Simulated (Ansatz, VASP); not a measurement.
ZrAg3 in VASP and in Ansatz

File INCAR:

```
SYSTEM = ZrAg3
PREC = Accurate ; ENCUT = 520
EDIFF = 1E-6 ; ISMEAR = 0
SIGMA = 0.05 ; LREAL = .FALSE.
LASPH = .TRUE. ; NELM = 80
ALGO = Normal ; ISIF = 2
LWAVE = .FALSE. ; LCHARG = .TRUE.
GGA = PE ; LELF = .TRUE.
LVHAR = .TRUE. ; NBANDS = 30
```

The input KPOINTS:

```
regular mesh
0
G
  8 8 8
  0 0 0
```

The input POSCAR:

```
ZrAg3
1.0
    4.2436308916      0.0000000000      0.0000000000
    0.0000000000      4.2436308916      0.0000000000
    0.0000000000      0.0000000000      4.2436308916
Zr Ag
1 3
Direct
    0.0000000000      0.0000000000      0.0000000000
    0.0000000000      0.5000000000      0.5000000000
    0.5000000000      0.5000000000      0.0000000000
    0.5000000000      0.0000000000      0.5000000000
```

Input for Ansatz:

```yaml
crystal:
  lattice:
    - [4.2436308916, 0.0, 0.0]
    - [0.0, 4.2436308916, 0.0]
    - [0.0, 0.0, 4.2436308916]
  atoms:
    - { symbol: Zr, position: [0.0, 0.0, 0.0] }
    - { symbol: Ag, position: [0.0, 0.5, 0.5] }
    - { symbol: Ag, position: [0.5, 0.5, 0.0] }
    - { symbol: Ag, position: [0.5, 0.0, 0.5] }
basis:
  ecutwfc: 420
  ecutrho_ratio: 4
kpoints:
  mp_grid: { grid: [8, 8, 8] }
hamiltonian:
  xc: pbe
scf:
  occupations: { method: gaussian, width: 0.05 }
output:
  forces: true
  stress: true
  eigenvalues: true
```

Alike in both runs: task single point; functional PBE; k mesh 8 × 8 × 8; occupations gaussian, width 0.05 eV; no spin polarisation.

|  | VASP | Ansatz |
| --- | --- | --- |
| version | VASP 6.6.1 | Ansatz 0.2.0 |
| potentials or method | VASP PAW PBE potentials, release 64 (Zr_sv, Ag), cutoff 520 eV | scalar-relativistic, plane waves, PAW |
| valence electrons in the cell | 45 | 69 |

|  | VASP | Ansatz | Ansatz less VASP |
| --- | --- | --- | --- |
| gap on the k mesh at the Fermi level (eV) | none | none | - |
| pressure (GPa) | 2.0 | 2.0 | +0.03 |

A gap of «none» marks a metal or a gap that the smearing closes. With one functional, cell and mesh, what is left measures potentials, basis and numerics. VASP's potentials hold 45 valence electrons a cell and Ansatz's 69, so a difference there can come from the potentials and not from the codes.
